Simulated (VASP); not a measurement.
# TiAl (Amm2) in VASP: further runs

TiAl is run at these levels: PBE; tasks: single point.

Everything below comes from runs of VASP 6.6.1. Logs are shortened: lines on timing, memory, paths and dates and some standing lists are left out, and cuts for length are marked.

## (1) The cell of the first run

The structure is orthorhombic, space group Amm2 (No. 38). Conventional cell: a = 4.678 Å, b = 2.867 Å, c = 4.966 Å, α = 90.00°, β = 90.00°, γ = 90.00°. Ti (site symmetry mm2) has 6 Al at 2.83 to 2.95 Å and 6 Ti at 2.87 Å within 3.7 Å. Within 3.7 Å of Al (site symmetry mm2) lie 6 Ti at 2.83 to 2.95 Å and 6 Al at 2.87 Å.

## (2) Single point, PBE (one atom moved)

Input file INCAR:

```
SYSTEM = TiAl
PREC     = Accurate       ! precision mode
ENCUT    = 520            ! plane-wave cutoff, eV
EDIFF    = 1E-7           ! SCF threshold, eV
ISMEAR   = 0              ! smearing method
SIGMA    = 0.1            ! smearing width, eV
LREAL    = .FALSE.        ! projectors in reciprocal space
LASPH    = .TRUE.         ! aspherical terms in the spheres
NELM     = 60             ! most SCF steps
ALGO     = Fast           ! electronic algorithm
ISIF     = 2              ! what is computed and relaxed
LWAVE    = .FALSE.        ! write WAVECAR
LCHARG   = .TRUE.         ! write CHGCAR
GGA      = PE             ! functional
LELF     = .TRUE.         ! ELF
LVHAR    = .TRUE.       
NBANDS   = 14             ! bands
```

Input file KPOINTS:

```
Automatic mesh
0
G
  15 15 8
  0 0 0
```

Input file POSCAR:

```
TiAl
1.0
    2.8672622327      0.0000000000      0.0000000000
   -1.4336311163      2.4831219328      0.0000000000
    0.0000000000      0.0000000000      4.6780830000
Ti Al
1 1
Direct
    0.0000000000      0.0000000000      0.0000000000
    0.3635372468      0.7270744936      0.5000000000
```

Potentials or basis: VASP PAW PBE potentials, release 64 (Ti_sv, Al).

The run is started by

```bash
cat potpaw_PBE.64/Ti_sv/POTCAR potpaw_PBE.64/Al/POTCAR > POTCAR
mpirun -np 1 vasp_std > vasp.out
```

OUTCAR:

```text
SYSTEM = TiAl
   PREC = Accurate
   ENCUT = 520
   EDIFF = 1E-7
   ISMEAR = 0
   LREAL = .FALSE.
   LASPH = .TRUE.
   NELM = 60
   ISIF = 2
   GGA = PE

 ion  position               nearest neighbor table
   1  0.000  0.000  0.000-   2 2.83   2 2.83   2 2.83   2 2.83   2 2.95   2 2.95
   2  0.364  0.727  0.500-   1 2.83   1 2.83   1 2.83   1 2.83   1 2.95   1 2.95

  LATTYP: Found a hexagonal cell.
 ALAT       =     2.8672622327
 C/A-ratio  =     1.6315504549

  Lattice vectors:

 A1 = (   2.8672622327,   0.0000000000,   0.0000000000)
 A2 = (  -1.4336311163,   2.4831219328,   0.0000000000)
 A3 = (   0.0000000000,   0.0000000000,   4.6780830000)

Analysis of symmetry for initial positions (statically):
=====================================================================
 Subroutine PRICEL returns:
 Original cell was already a primitive cell.

 Routine SETGRP: Setting up the symmetry group for a
 hexagonal supercell.

 Subroutine GETGRP returns: Found  4 space group operations
 (whereof  4 operations were pure point group operations)
 out of a pool of 24 trial point group operations.

The static configuration has the point symmetry C_2v.

Analysis of symmetry for dynamics (positions and initial velocities):
=====================================================================
 Subroutine PRICEL returns:
 Original cell was already a primitive cell.

 Routine SETGRP: Setting up the symmetry group for a
 hexagonal supercell.

 Subroutine GETGRP returns: Found  4 space group operations
 (whereof  4 operations were pure point group operations)
 out of a pool of 24 trial point group operations.

The dynamic configuration has the point symmetry C_2v.

 Subroutine INISYM returns: Found  4 space group operations
 (whereof  4 operations are pure point group operations),
 and found     1 'primitive' translations

----------------------------------------------------------------------------------------

                                     Primitive cell

  volume of cell :      33.3068

  direct lattice vectors                    reciprocal lattice vectors
     2.867262233  0.000000000  0.000000000     0.348764751  0.201359423  0.000000000
    -1.433631116  2.483121933  0.000000000     0.000000000  0.402718846  0.000000000
     0.000000000  0.000000000  4.678083000     0.000000000  0.000000000  0.213762774

  length of vectors
     2.867262233  2.867262233  4.678083000     0.402718846  0.402718846  0.213762774

  position of ions in fractional coordinates (direct lattice)
     0.000000000  0.000000000  0.000000000
     0.363537247  0.727074494  0.500000000

  ion indices of the primitive-cell ions
   primitive index   ion index
                 1           1
                 2           2

----------------------------------------------------------------------------------------

 KPOINTS: Automatic mesh

Automatic generation of k-mesh.
 Grid dimensions read from file:
 generate k-points for:   15   15    8

 Generating k-lattice:

  Cartesian coordinates                     Fractional coordinates (reciprocal lattice)
     0.023250983  0.013423962  0.000000000     0.066666667  0.000000000  0.000000000
     0.000000000  0.026847923  0.000000000     0.000000000  0.066666667  0.000000000
     0.000000000  0.000000000  0.026720347     0.000000000  0.000000000  0.125000000

  Length of vectors
     0.026847923  0.026847923  0.026720347

  Shift w.r.t. Gamma in fractional coordinates (k-lattice)
     0.000000000  0.000000000  0.000000000

 Subroutine IBZKPT returns following result:
 ===========================================

 Found    320 irreducible k-points:

 Following reciprocal coordinates:
            Coordinates               Weight
  0.000000  0.000000  0.000000      1.000000
  0.066667  0.000000  0.000000      4.000000
  0.000000  0.066667  0.000000      2.000000
  0.133333  0.000000  0.000000      4.000000
  0.000000  0.133333  0.000000      2.000000
  0.200000  0.000000  0.000000      4.000000
[... 16 lines left out ...]
 -0.266667  0.200000  0.000000      4.000000
  0.266667  0.066667  0.000000      4.000000
 [... further k-points ...]
   k-points           NKPTS =    320   k-points in BZ     NKDIM =    320   number of bands    NBANDS=     14
   number of dos      NEDOS =    301   number of ions     NIONS =      2
   total plane-waves  NPLWV =  20736
   dimension x,y,z NGX =    24 NGY =   24 NGZ =   36
   dimension x,y,z NGXF=    48 NGYF=   48 NGZF=   72
   ions per type =               1   1
   NGX,Y,Z   is equivalent  to a cutoff of  13.92, 13.92, 12.79 a.u.
   NGXF,Y,Z  is equivalent  to a cutoff of  27.83, 27.83, 25.59 a.u.
 SYSTEM =  TiAl
   PREC   = accura    normal or accurate (medium, high low for compatibility)
   ISTART =      0    job   : 0-new  1-cont  2-samecut
   ICHARG =      2    charge: 1-file 2-atom 10-const
   ISPIN  =      1    spin polarized calculation?
   LNONCOLLINEAR =      F non collinear calculations
   LSORBIT =      F    spin-orbit coupling
   LASPH  =      T    aspherical Exc in radial PAW
   ENCUT  =  520.0 eV  38.22 Ry    6.18 a.u.   5.33  5.33  8.70*2*pi/ulx,y,z
   NELM   =     60;   NELMIN=  2; NELMDL= -5     # of ELM steps
   EDIFF  = 0.1E-06   stopping-criterion for ELM
   LREAL  =      F    real-space projection
   EDIFFG = 0.1E-05   stopping-criterion for IOM
   NSW    =      0    number of steps for IOM
   IBRION =     -1    ionic relax: 0-MD 1-quasi-New 2-CG
   NFREE  =      0    steps in history (QN), initial steepest desc. (CG)
   ISIF   =      2    stress and relaxation
   ISYM   =      2    0-nonsym 1-usesym 2-fastsym
   POTIM  = 0.5000    time-step for ionic-motion
   TEBEG  =    0.0;   TEEND  =   0.0 temperature during run
   PSTRESS=    0.0 pullay stress
   NELECT =      15.0000    total number of electrons
   NUPDOWN=      -1.0000    fix difference up-down
   EMIN   =  10.00;   EMAX   =-10.00  energy-range for DOS
   EFERMI =   0.00;   METHOD = LEGACY
   ISMEAR =     0;   SIGMA  =   0.10  broadening in eV -4-tet -1-fermi 0-gaus
   EFERMI_NEDOS =   21; number of points for ismear=-14 and -15
   IALGO  =     68    algorithm
   IMIX   =      4    mixing-type and parameters
     AMIX     =   0.40;   BMIX     =  1.00
     AMIX_MAG =   1.60;   BMIX_MAG =  1.00
  volume/ion in A,a.u.               =      16.65       112.38
  Fermi-wavevector in a.u.,A,eV,Ry     =   1.254857  2.371335 21.424622  1.574665
  Thomas-Fermi vector in A             =   2.388641
   LORBIT       =      0    0 simple, 1 ext, 2 COOP (PROOUT), +10 PAW based schemes
   GGA     = PE    functional components
   LHFCALC =     F    Hartree Fock is set to
   AEXX    =    0.0000 exact exchange contribution
   IVDW    =     0    specifies the selected vdW correction
   LEPSILON=     F    determine dielectric tensor
   LRPA    =     F    only Hartree local field effects (RPA)
 non-spin polarized calculation
 RMM-DIIS sequential band-by-band and
 Gauss-broadening in eV      SIGMA  =   0.10
  energy-cutoff  :      520.00
  volume of cell :       33.31
 maximum number of plane-waves:       917
 NGX is ok and might be reduce to    24
   NGX = 11   NGY = 11   NGZ = 17

 number of electron      15.0000001 magnetization

 Free energy of the ion-electron system (eV)
  ---------------------------------------------------
  ext. energy  EPLUGINS =         0.00000000
  ---------------------------------------------------
  free energy    TOTEN  =       -12.06801594 eV

  energy without entropy =      -12.05324646  energy(sigma->0) =      -12.06063120

 E-fermi :   7.8579     XC(G=0): -10.9312

 val. band max:        7.8572270660   @ k =  -0.3333   0.2000   0.3750
 cond. band min:       7.8588421060   @ k =   0.2000   0.1333   0.1250
 fundamental gap:      0.0016150400
 Fermi energy:         7.8579269188

 k-point     1 :       0.0000    0.0000    0.0000
  band No.  band energies     occupation
      1     -48.6628      2.00000
      2     -24.9800      2.00000
      3     -24.5722      2.00000
      4     -24.5610      2.00000
      5      -1.0641      2.00000
      6       5.5661      2.00000
      7       6.0288      2.00000
      8       9.1309      0.00000
      9       9.1486      0.00000
     10      10.5973      0.00000
     11      10.6633      0.00000
     12      11.7501      0.00000
     13      20.7343      0.00000
     14      20.8368      0.00000

 k-point     2 :       0.0667    0.0000    0.0000
  band No.  band energies     occupation
      1     -48.6588      2.00000
      2     -24.9760      2.00000
      3     -24.5909      2.00000
      4     -24.5737      2.00000
      5      -0.9535      2.00000
      6       5.6868      2.00000
      7       6.0416      2.00000
      8       9.0376      0.00000
      9       9.2256      0.00000
     10      10.5958      0.00000
     11      10.6606      0.00000
     12      11.7773      0.00000
     13      19.0684      0.00000
     14      19.8151      0.00000

 k-point     3 :       0.0000    0.0667    0.0000
  band No.  band energies     occupation
      1     -48.6588      2.00000
      2     -24.9760      2.00000
      3     -24.5977      2.00000
      4     -24.5667      2.00000
      5      -0.9537      2.00000
      6       5.6870      2.00000
      7       6.0472      2.00000
      8       9.0249      0.00000
      9       9.2382      0.00000
     10      10.5672      0.00000
     11      10.6809      0.00000
     12      11.7722      0.00000
     13      19.1195      0.00000
     14      19.7783      0.00000
[... 324 lines left out ...]
 k-point    23 :      -0.2667    0.2000    0.0000
  band No.  band energies     occupation
      1     -48.6185      2.00000
      2     -24.9359      2.00000
      3     -24.8309      2.00000
      4     -24.6398      2.00000
      5       0.3439      2.00000
      6       6.1567      2.00000
      7       6.8001      2.00000
      8       8.1754      0.00001
      9      10.2097      0.00000
     10      10.2685      0.00000
     11      11.0873      0.00000
     12      12.0324      0.00000
     13      13.9034      0.00000
     14      16.2794      0.00000

 k-point    24 :       0.2667    0.0667    0.0000
  band No.  band energies     occupation
      1     -48.5993      2.00000
      2     -24.9461      2.00000
      3     -24.9171      2.00000
      4     -24.6666      2.00000
      5       1.1769      2.00000
      6       6.2514      2.00000
      7       7.0163      2.00000
      8       7.9315      0.29831
      9      10.0474      0.00000
     10      10.6429      0.00000
     11      11.4093      0.00000
     12      11.9441      0.00000
     13      12.7571      0.00000
     14      15.7414      0.00000

 [... further k-points ...]

------------------------ aborting loop because EDIFF is reached ----------------------------------------

  FORCE on cell =-STRESS in cart. coord.  units (eV):
  Direction    XX          YY          ZZ          XY          YZ          ZX
  --------------------------------------------------------------------------------------
  -------------------------------------------------------------------------------------
  Total        0.6163396     -0.3427975     -0.0928690     -0.0000000      0.0000000      0.0000000
  in kB       29.6481288    -16.4897773     -4.4673312     -0.0000000      0.0000000      0.0000000
  external PRESSURE =       2.8970068 kB  Pullay stress =       0.0000000 kB

 VOLUME and BASIS-vectors are now :
 -----------------------------------------------------------------------------
  energy-cutoff  :      520.00
  volume of cell :       33.31
      direct lattice vectors                 reciprocal lattice vectors
     2.867262233  0.000000000  0.000000000     0.348764751  0.201359423  0.000000000
    -1.433631116  2.483121933  0.000000000     0.000000000  0.402718846  0.000000000
     0.000000000  0.000000000  4.678083000     0.000000000  0.000000000  0.213762774

 POSITION                                       TOTAL-FORCE (eV/Angst)
 -----------------------------------------------------------------------------------
      0.00000      0.00000      0.00000         0.000000      0.236279      0.000000
      0.00000      1.80541      2.33904        -0.000000     -0.236279      0.000000
 -----------------------------------------------------------------------------------
    total drift:                                0.000000      0.000030     -0.000000

  FREE ENERGIE OF THE ION-ELECTRON SYSTEM (eV)
  ---------------------------------------------------
  free  energy   TOTEN  =       -12.0680159372 eV

  energy  without entropy=      -12.0532464602  energy(sigma->0) =      -12.06063120
```

Run time: 10 min. Hardware: 1 thread of Intel Xeon 8259CL, shared host; peak memory 0.28 GiB.

Results:

```
Free energy            : -12.0680 eV
Pressure               : 0.3 GPa
Largest force          : 0.236 eV/Å
Band gap on the k mesh : zero (an odd number of electrons rules out a gap without spin polarisation)
```

Forces in eV/Å, atoms in the order of the input:
```
Ti   0.000  0.236  0.000
Al   0.000 -0.236  0.000
```

Caveat: the cell differs from its parent crystal (one atom moved).

## (3) Single point, PBE (one atom moved)

Input file INCAR:

```
SYSTEM = TiAl
ALGO     = Fast           ! electronic algorithm
EDIFF    = 1E-6           ! SCF threshold, eV
ENCUT    = 520            ! plane-wave cutoff, eV
GGA      = PE             ! functional
ISIF     = 2              ! what is computed and relaxed
ISMEAR   = 0              ! smearing method
LASPH    = .True.         ! aspherical terms in the spheres
LCHARG   = .False.        ! write CHGCAR
LREAL    = .False.        ! projectors in reciprocal space
LWAVE    = .False.        ! write WAVECAR
NBANDS   = 14             ! bands
NELM     = 100            ! most SCF steps
PREC     = Accurate       ! precision mode
SIGMA    = 0.1            ! smearing width, eV
```

Input file KPOINTS:

```
k-points
0
Gamma
  15 15 8
  0 0 0
```

Input file POSCAR:

```
TiAl
1.0
    2.8672622327      0.0000000000      0.0000000000
   -1.4336311163      2.4831219328      0.0000000000
    0.0000000000      0.0000000000      4.6780830000
Ti Al
1 1
Direct
    0.0453058702      0.0906117404      0.0000000000
    0.3333333300      0.6666666700      0.5000000000
```

Potentials or basis: VASP PAW PBE potentials, release 64 (Ti_sv, Al).

The run is started by

```bash
cat potpaw_PBE.64/Ti_sv/POTCAR potpaw_PBE.64/Al/POTCAR > POTCAR
mpirun -np 1 vasp_std > vasp.out
```

Wall time 3.6 min (1 thread of Intel Xeon Platinum 8488C (Sapphire Rapids), shared host); peak memory 0.28 GiB.

The run converged. Its results:

* Free energy: -12.0292 eV
* Pressure: 0.6 GPa
* Largest force: 0.548 eV/Å
* Band gap on the k mesh: zero (an odd number of electrons rules out a gap without spin polarisation)

Forces in eV/Å, atoms in the order of the input:
```
Ti   0.000 -0.548  0.000
Al   0.000  0.548  0.000
```

Stress tensor (GPa, compression positive):
```
-2.51  0.00  0.00
 0.00  3.68  0.00
 0.00  0.00  0.66
```

Levels at points of the mesh, in eV from the Fermi level:
| k point | band 5 | band 6 | band 7 | band 8 | band 9 | band 10 | band 11 | band 12 |
| --- | --- | --- | --- | --- | --- | --- | --- | --- |
| (0.00, 0.00, 0.00) | -8.92 | -2.29 | -1.83 | 1.28 | 1.30 | 2.74 | 2.82 | 3.88 |
| (0.00, 0.00, 0.50) | -8.03 | -5.26 | -0.45 | 1.29 | 1.31 | 2.67 | 2.74 | 6.81 |

Caveat: the cell differs from its parent crystal (one atom moved); the stress differs along the axes, from -3 to 4 GPa.
